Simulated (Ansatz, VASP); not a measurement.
VWC2 in VASP and in Ansatz

```
W V C
1.0
     1.50686    0.86999    4.90078
    -1.50686    0.86999    4.90078
     0.00000   -1.73997    4.90078
W V C
1 1 2
Direct
  0.00000 0.00000 0.00000
  0.50000 0.50000 0.50000
  0.24649 0.24649 0.24649
  0.75351 0.75351 0.75351
```

Alike in both runs: task single point; functional LDA; k mesh 10 × 10 × 10; occupations fermi-dirac, width 0.05 eV; collinear spin.

```csv
,VASP,Ansatz
version,VASP 6.6.1,Ansatz 0.2.0
potentials or method,"VASP PAW LDA potentials, release 64 (W_sv, V_sv, C)",Ansatz PAW
plane-wave cutoff (eV),520,420
valence electrons in the cell,35,35
```

VASP gave:

- gap on the k mesh at the Fermi level (eV): none
- pressure (GPa): -8.8
- traceless stress, the component that is largest in VASP (GPa): -0.41
- rms of the force components (eV/Å): 0.002
- net moment per atom (μB): 0.00

**Question.** Estimate Ansatz's values.

**Answer.** gap on the k mesh at the Fermi level (eV): none; pressure (GPa): -10.4; traceless stress, the component that is largest in VASP (GPa): -0.36; rms of the force components (eV/Å): 0.020; net moment per atom (μB): 0.00.

LDA's correlation is that of Perdew and Zunger in VASP and of Perdew and Wang (1992) in Ansatz. Atom by atom the forces differ by 0.022 eV/Å (rms over components). A gap of «none» marks a metal or a gap that the smearing closes.

Neither program's run includes spin-orbit coupling.
